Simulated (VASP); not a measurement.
# Hf (I4/mmm) in VASP: a series of runs, part 2 of 2

VASP 6.6.1.

### Step 3. Single point, PBEsol (strain -0.0750 x Voigt [0, 0, 1, 0, 0, 0])

INCAR

```
SYSTEM = Hf
PREC = Accurate
ENCUT = 520
EDIFF = 1E-7
ISMEAR = 0
SIGMA = 0.15
LREAL = .False.
LASPH = .True.
NELM = 100
ALGO = Fast
ISIF = 2
LWAVE = .False.
LCHARG = .False.
GGA = PS
NBANDS = 11
```

KPOINTS

```
Automatic mesh
0
Gamma
  18 18 18
  0 0 0
```

POSCAR

```
Hf
1.0
   -1.8050000000      1.8050000000      1.6696250000
    1.8050000000     -1.8050000000      1.6696250000
    1.8050000000      1.8050000000     -1.6696250000
Hf
1
Direct
    0.0000000000      0.0000000000      0.0000000000
```

Potentials or basis: VASP PAW PBE potentials, release 64 (Hf_pv).

On the command line:

```sh
cat potpaw_PBE.64/Hf_pv/POTCAR > POTCAR
mpirun -np 1 vasp_std > vasp.out
```

OUTCAR:

```text
SYSTEM = Hf
   PREC = Accurate
   ENCUT = 520
   EDIFF = 1E-7
   ISMEAR = 0
   LREAL = .False.
   LASPH = .True.
   NELM = 100
   ISIF = 2
   GGA = PS

 ion  position               nearest neighbor table
   1  0.000  0.000  0.000-

  LATTYP: Found a body centered tetragonal cell.
 ALAT       =     3.6100000000
 C/A-ratio  =     0.9250000000

  Lattice vectors:

 A1 = (  -1.8050000000,   1.8050000000,   1.6696250000)
 A2 = (   1.8050000000,  -1.8050000000,   1.6696250000)
 A3 = (   1.8050000000,   1.8050000000,  -1.6696250000)

Analysis of symmetry for initial positions (statically):
=====================================================================
 Subroutine PRICEL returns:
 Original cell was already a primitive cell.

 Routine SETGRP: Setting up the symmetry group for a
 body centered tetragonal supercell.

 Subroutine GETGRP returns: Found 16 space group operations
 (whereof 16 operations were pure point group operations)
 out of a pool of 16 trial point group operations.

The static configuration has the point symmetry D_4h.

Analysis of symmetry for dynamics (positions and initial velocities):
=====================================================================
 Subroutine PRICEL returns:
 Original cell was already a primitive cell.

 Routine SETGRP: Setting up the symmetry group for a
 body centered tetragonal supercell.

 Subroutine GETGRP returns: Found 16 space group operations
 (whereof 16 operations were pure point group operations)
 out of a pool of 16 trial point group operations.

The dynamic configuration has the point symmetry D_4h.

 Subroutine INISYM returns: Found 16 space group operations
 (whereof 16 operations are pure point group operations),
 and found     1 'primitive' translations

----------------------------------------------------------------------------------------

                                     Primitive cell

  volume of cell :      21.7587

[... 112 lines left out ...]
   LHFCALC =     F    Hartree Fock is set to
   AEXX    =    0.0000 exact exchange contribution
   IVDW    =     0    specifies the selected vdW correction
   LEPSILON=     F    determine dielectric tensor
   LRPA    =     F    only Hartree local field effects (RPA)
 non-spin polarized calculation
 RMM-DIIS sequential band-by-band and
 Gauss-broadening in eV      SIGMA  =   0.15
  energy-cutoff  :      520.00
  volume of cell :       21.76
 maximum number of plane-waves:       601
   NGX = 11   NGY = 11   NGZ = 11

 number of electron      10.0000000 magnetization

 Free energy of the ion-electron system (eV)
  ---------------------------------------------------
  ext. energy  EPLUGINS =         0.00000000
  ---------------------------------------------------
  free energy    TOTEN  =       -10.35375627 eV

  energy without entropy =      -10.33302077  energy(sigma->0) =      -10.34338852

 E-fermi :   4.6212     XC(G=0): -11.5182

 val. band max:        4.6173161229   @ k =   0.2778   0.2778   0.0556
 cond. band min:       4.6217790438   @ k =  -0.0556  -0.2778   0.0556
 fundamental gap:      0.0044629209
 Fermi energy:         4.6211829732

 k-point     1 :       0.0000    0.0000    0.0000
  band No.  band energies     occupation
      1     -25.0790      2.00000
      2     -25.0790      2.00000
      3     -25.0679      2.00000
      4      -2.5295      2.00000
      5       5.5638      0.00000
      6       6.4953      0.00000
      7       6.4953      0.00000
      8       8.3116      0.00000
      9       9.6027      0.00000
     10      17.6779      0.00000
     11      17.6779      0.00000
[... 309 lines left out ...]
 k-point    24 :      -0.2222    0.0556    0.0000
  band No.  band energies     occupation
      1     -25.3957      2.00000
      2     -25.1784      2.00000
      3     -25.0908      2.00000
      4      -1.1057      2.00000
      5       5.0621      0.00003
      6       5.6483      0.00000
      7       7.6004      0.00000
      8       8.2441      0.00000
      9       9.2669      0.00000
     10      18.7609      0.00000
     11      19.9034      0.00000

 [... further k-points ...]

------------------------ aborting loop because EDIFF is reached ----------------------------------------

  FORCE on cell =-STRESS in cart. coord.  units (eV):
  Direction    XX          YY          ZZ          XY          YZ          ZX
  --------------------------------------------------------------------------------------
  -------------------------------------------------------------------------------------
  Total       -0.1354244     -0.1354244     -0.6707644      0.0000000      0.0000000      0.0000000
  in kB       -9.9718159     -9.9718159    -49.3909348      0.0000000      0.0000000      0.0000000
  external PRESSURE =     -23.1115222 kB  Pullay stress =       0.0000000 kB

 VOLUME and BASIS-vectors are now :
 -----------------------------------------------------------------------------
  energy-cutoff  :      520.00
  volume of cell :       21.76
      direct lattice vectors                 reciprocal lattice vectors
    -1.805000000  1.805000000  1.669625000     0.000000000  0.277008310  0.299468444
     1.805000000 -1.805000000  1.669625000     0.277008310  0.000000000  0.299468444
     1.805000000  1.805000000 -1.669625000     0.277008310  0.277008310  0.000000000

 POSITION                                       TOTAL-FORCE (eV/Angst)
 -----------------------------------------------------------------------------------
      0.00000      0.00000      0.00000         0.000000      0.000000      0.000000
 -----------------------------------------------------------------------------------
    total drift:                               -0.000000      0.000000      0.000000

  FREE ENERGIE OF THE ION-ELECTRON SYSTEM (eV)
  ---------------------------------------------------
  free  energy   TOTEN  =       -10.3537562700 eV

  energy  without entropy=      -10.3330207737  energy(sigma->0) =      -10.34338852
```

OSZICAR:

```text
N       E                     dE             d eps       ncg     rms          rms(c)
DAV:   1     0.125391655379E+02    0.12539E+02   -0.57109E+03 10656   0.844E+02
DAV:   2    -0.102617707087E+02   -0.22801E+02   -0.22053E+02 13183   0.156E+02
DAV:   3    -0.107117183611E+02   -0.44995E+00   -0.44516E+00 13279   0.150E+01
DAV:   4    -0.107133609665E+02   -0.16426E-02   -0.16422E-02 11973   0.110E+00
DAV:   5    -0.107133696232E+02   -0.86567E-05   -0.86569E-05 13208   0.706E-02    0.456E+01
RMM:   6    -0.104445350898E+02    0.26883E+00   -0.17318E-01 10790   0.274E+00    0.262E+01
RMM:   7    -0.103571657759E+02    0.87369E-01   -0.31917E-01 11671   0.382E+00    0.120E+00
RMM:   8    -0.103535485790E+02    0.36172E-02   -0.20389E-02 11670   0.119E+00    0.340E-01
RMM:   9    -0.103537347243E+02   -0.18615E-03   -0.22621E-03 13515   0.397E-01    0.101E-01
RMM:  10    -0.103537490820E+02   -0.14358E-04   -0.30267E-04 13230   0.141E-01    0.136E-01
RMM:  11    -0.103537549007E+02   -0.58186E-05   -0.97355E-05 14495   0.736E-02    0.145E-02
RMM:  12    -0.103537572072E+02   -0.23066E-05   -0.14388E-05 14401   0.301E-02    0.280E-02
RMM:  13    -0.103537560953E+02    0.11119E-05   -0.27998E-06 12823   0.120E-02    0.145E-02
RMM:  14    -0.103537562562E+02   -0.16083E-06   -0.44278E-07 12250   0.483E-03    0.841E-03
RMM:  15    -0.103537562700E+02   -0.13832E-07   -0.58036E-08  9665   0.161E-03
   1 F= -.10353756E+02 E0= -.10343389E+02  d E =-.207355E-01
```

It took 2.3 min on 1 thread of Intel Xeon 8259CL, shared host; peak memory 0.23 GiB.

What came out:

```yaml
Free_energy: -10.3538 eV
Pressure: -2.3 GPa
Band_gap_on_the_k_mesh: zero (bands 5 and 6 overlap by 2.10 eV)
```

Stress tensor (GPa, compression positive):
```
-1.00  0.00  0.00
 0.00 -1.00  0.00
 0.00  0.00 -4.94
```

Levels at points of the mesh, in eV from the Fermi level:
```csv
k point,band 1,band 2,band 3,band 4,band 5,band 6,band 7,band 8,band 9,band 10
"(0.00, 0.00, 0.00)",-29.70,-29.70,-29.69,-7.15,0.94,1.87,1.87,3.69,4.98,13.06
"(0.50, 0.00, 0.00)",-30.60,-30.00,-29.73,-3.45,-0.86,1.37,4.29,5.84,7.83,10.51
"(0.50, 0.50, 0.00)",-30.61,-29.94,-29.67,-3.56,0.10,0.87,3.43,4.86,7.70,10.29
"(0.50, 0.50, 0.50)",-30.37,-30.37,-30.22,-2.81,-2.61,6.84,6.84,6.90,6.90,7.18
```

Caveat: the cell differs from its parent crystal (strain -0.0750 x Voigt [0, 0, 1, 0, 0, 0]); the PAW data sets were made with another functional, which shifts forces and pressure a little; spin-orbit coupling is left out, which moves the levels of the heavy elements.

### Step 4. Single point, PBEsol (strain +0.0750 x Voigt [0, 0, 1, 0, 0, 0])

INCAR

```
PREC = Accurate
ENCUT = 520
EDIFF = 1E-6
ISMEAR = 0
SIGMA = 0.15
LREAL = False
LASPH = True
NELM = 80
ALGO = Normal
ISIF = 2
LWAVE = False
LCHARG = False
GGA = PS
NBANDS = 11
```

KPOINTS

```
Automatic mesh
0
Gamma
  18 18 18
```

POSCAR

```
Hf
1.0
   -1.8050000000      1.8050000000      1.9403750000
    1.8050000000     -1.8050000000      1.9403750000
    1.8050000000      1.8050000000     -1.9403750000
Hf
1
Direct
    0.0000000000      0.0000000000      0.0000000000
```

On the command line:

```sh
cat potpaw_PBE.64/Hf_pv/POTCAR > POTCAR
mpirun -np 1 vasp_std > vasp.out
```

Wall time 1.8 min (1 thread of Intel Xeon 8259CL, shared host); peak memory 0.25 GiB.

Results (log left out):

| Item | Value |
| --- | --- |
| Free energy | -10.1555 eV |
| Pressure | -13.9 GPa |
| Band gap on the k mesh | zero (bands 5 and 6 overlap by 1.98 eV) |

Stress tensor (GPa, compression positive):
```
-14.95   0.00   0.00
  0.00 -14.95   0.00
  0.00   0.00 -11.70
```

Levels at points of the mesh, in eV from the Fermi level:
```
           k point  band 3  band 4  band 5  band 6  band 7  band 8
(0.00, 0.00, 0.00)  -30.30   -6.67    1.18    1.18    1.84    3.33
(0.50, 0.00, 0.00)  -30.30   -3.11   -0.10    0.56    3.12    4.52
(0.50, 0.50, 0.00)  -30.33   -2.98   -0.80    0.93    4.16    4.77
(0.50, 0.50, 0.50)  -30.66   -2.21   -2.03    5.27    5.72    5.93
```

Caveat: the cell differs from its parent crystal (strain +0.0750 x Voigt [0, 0, 1, 0, 0, 0]); the cell stands under tension; the PAW data sets were made with another functional, which shifts forces and pressure a little; spin-orbit coupling is left out, which moves the levels of the heavy elements.

### Step 5. Summary

```tsv
cell	gap on the mesh (eV)	pressure (GPa)
a = 3.026 Å, angles 106.8, 106.8, 115.1°, 1 atom	none	0.6
a = 3.050 Å, angles 107.4, 107.4, 113.6°, 1 atom	none	-2.3
a = 3.206 Å, angles 111.5, 111.5, 105.5°, 1 atom	none	-13.9
```

Alike in all rows: task single point; level PBEsol; potentials or basis VASP PAW PBE potentials, release 64 (Hf_pv); no spin polarisation; k mesh 18 × 18 × 18; cutoff (eV) 520; smearing gaussian 0.15 eV.

Caveats: the PAW data sets were made with another functional, which shifts forces and pressure a little; spin-orbit coupling is left out, which moves the levels of the heavy elements; the cell stands under tension (at least some runs).

Total energies depend on the potentials used, so only differences within one code and one set of settings carry meaning.
